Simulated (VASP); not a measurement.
Set up this calculation in VASP 6.6.1, as the native input.

| Quantity | Value |
| --- | --- |
| Task | electric field gradients |
| Functional | PBE |
| Potentials or basis | VASP PAW PBE potentials, release 64 (Zn, S) |
| Cutoff | 520 eV |
| k mesh | 8 × 8 × 8 |
| Occupations | fermi-dirac, width 0.01 eV |
| Spin | no spin polarisation |
| Dipole correction | no |
| Further INCAR settings | ALGO = Normal; EDIFF = 1e-08; NBANDS = 16 |

The structure of ZnS lies in POSCAR:

```
ZnS
1.0
    0.0000000000      2.7046500000      2.7587430000
    2.7046500000      0.0000000000      2.7587430000
    2.7046500000      2.7046500000      0.0000000000
Zn S
1 1
Direct
    0.0000000000      0.0000000000      0.0000000000
    0.7500000000      0.7500000000      0.7500000000
```

This cell differs from its parent crystal: zz strain of +2 %.

The input as run:

INCAR

```
PREC = Accurate
ENCUT = 520
EDIFF = 1E-8
ISMEAR = -1
SIGMA = 0.01
LREAL = False
LASPH = True
NELM = 60
ALGO = Normal
ISIF = 2
LWAVE = False
LCHARG = False
GGA = PE
LEFG = True
NBANDS = 16
```

KPOINTS

```
Automatic mesh
0
Gamma
  8 8 8
```

Potentials or basis: VASP PAW PBE potentials, release 64 (Zn, S).

Launch:

```console
$ cat potpaw_PBE.64/Zn/POTCAR potpaw_PBE.64/S/POTCAR > POTCAR
$ mpirun -np 1 vasp_std > vasp.out
```

It gave:

| Property | Result |
| --- | --- |
| Pressure | 0.1 GPa |
| Band gap on the k mesh | 1.99 eV, direct |

Caveat: the cell differs from its parent crystal (zz strain of +2 %); without QUAD_EFG the Cq values of the log hold for a quadrupole moment of 1 mb, not for the nuclei.

Run time: 25 s on 1 thread of Intel(R) Xeon(R) Platinum 8559C (Emerald Rapids), on a shared host, peak memory 0.18 GiB.
